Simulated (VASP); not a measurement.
Here is a VASP 6.6.1 calculation.

Contents of INCAR:

```
PREC = Accurate ; ENCUT = 420
EDIFF = 1E-6 ; ISMEAR = -1
SIGMA = 0.05 ; LREAL = False
LASPH = True ; NELM = 200
ALGO = Normal ; ISIF = 2
LWAVE = False ; LCHARG = False
ISPIN = 2 ; MAGMOM = 0.071 0.071 0.071 0.071 0.071 0.071 0.071 0.071 0.071 0.071 0.071 0.071 0.071 0.071
LORBIT = 11 ; GGA = PS
NELECT = 52.0 ; NBANDS = 44
GGA_COMPAT = False
```

Contents of KPOINTS:

```
Automatic mesh
0
Gamma
  2 2 2
  0.5 0.5 0.5
```

POSCAR

```
B4P3
1.0
    9.0403780000      0.0000000000      0.0000000000
    0.0000000000      4.5201890000      0.0000000000
    0.0000000000      0.0000000000      4.5201890000
B P
8 6
Direct
    0.0033630000      0.0352880000      0.0139560000
    0.4900900000      0.0016510000      0.9797070000
    0.2590000000      0.4963450000      0.0300050000
    0.7542320000      0.4836590000      0.0079330000
    0.2525970000      0.0305900000      0.4781730000
    0.7389300000      0.9841490000      0.5042060000
    0.9956020000      0.4915600000      0.4973970000
    0.4967690000      0.4659830000      0.5044250000
    0.1390580000      0.2191700000      0.2625120000
    0.8736590000      0.7327120000      0.2430680000
    0.3709300000      0.2651520000      0.7400540000
    0.8843470000      0.2623720000      0.7467540000
    0.1100950000      0.7508760000      0.7420340000
    0.6187490000      0.7432700000      0.7594960000
```

Potentials or basis: VASP PAW PBE potentials, release 64 (B, P).

Command:

```bash
$ cat potpaw_PBE.64/B/POTCAR potpaw_PBE.64/P/POTCAR > POTCAR
$ mpirun -np 1 vasp_std > vasp.out
```

Problem. Predict the net moment.

Solution. 0.00 μB per cell.

Problem. Predict the largest force.

Solution. 7.579 eV/Å.

Forces in eV/Å, atoms in the order of the input:
```
B   -0.742 -2.749 -1.545
B   -0.064 -0.268  0.278
B   -1.354  0.909 -1.616
B   -0.188  0.982 -1.521
B    2.104 -4.896  5.389
B    2.181  0.186  0.402
B    1.281  0.821 -0.535
B    1.814  1.795 -0.902
P   -3.010  5.304 -3.419
P   -0.878  1.585  0.725
P   -0.953 -1.412  1.444
P   -3.105 -1.856  0.621
P    3.226  0.726  1.033
P   -0.313 -1.128 -0.354
```

Caveat: the k points lie up to 0.70 Å⁻¹ apart; the cell carries a net charge on a neutralising background, which shifts energy and pressure; the PAW data sets were made with another functional, which shifts forces and pressure a little.
